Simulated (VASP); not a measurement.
Wanted: the native input for a VASP 6.6.1 run.

```
Task                   : single point
Functional             : PBE
Potentials or basis    : VASP PAW PBE potentials, release 64 (Na_pv, I)
Cutoff                 : 500 eV
k mesh                 : 4 × 4 × 4
Occupations            : gaussian, width 0.01 eV
Spin                   : no spin polarisation
Dipole correction      : no
Further INCAR settings : ALGO = Normal; EDIFF = 1e-06; NBANDS = 14
```

The structure of NaI lies in POSCAR:

```
NaI
1.0
    0.0000000000      2.7821000000      2.7821000000
    2.7821000000      0.0000000000      2.7821000000
    2.7821000000      2.7821000000      0.0000000000
Na I
1 1
Direct
    0.0000000000      0.0000000000      0.0000000000
    0.5000000000      0.5000000000      0.5000000000
```

The input as run:

INCAR

```
  ALGO = Normal
  EDIFF = 1E-6
  ENCUT = 500
  GGA = PE
  GGA_COMPAT = False
  ISIF = 2
  ISMEAR = 0
  LASPH = True
  LCHARG = False
  LREAL = False
  LWAVE = False
  NBANDS = 14
  NELM = 120
  PREC = Accurate
  SIGMA = 0.01
```

KPOINTS

```
k-points
0
Gamma
  4 4 4
```

Potentials or basis: VASP PAW PBE potentials, release 64 (Na_pv, I).

Launch:

```bash
$ cat potpaw_PBE.64/Na_pv/POTCAR potpaw_PBE.64/I/POTCAR > POTCAR
$ mpirun -np 1 vasp_std > vasp.out
```

It gave:

```json
{"Pressure": "23.0 GPa", "Band gap on the k mesh": "4.17 eV, indirect (least direct gap 5.50 eV)"}
```

Caveat: the k points lie up to 0.49 Å⁻¹ apart; spin-orbit coupling is left out, which moves the levels of the heavy elements.

Run time: 8.7 s on 1 thread of Intel(R) Xeon(R) Platinum 8488C (Sapphire Rapids), with other jobs on the host, peak memory 0.16 GiB.
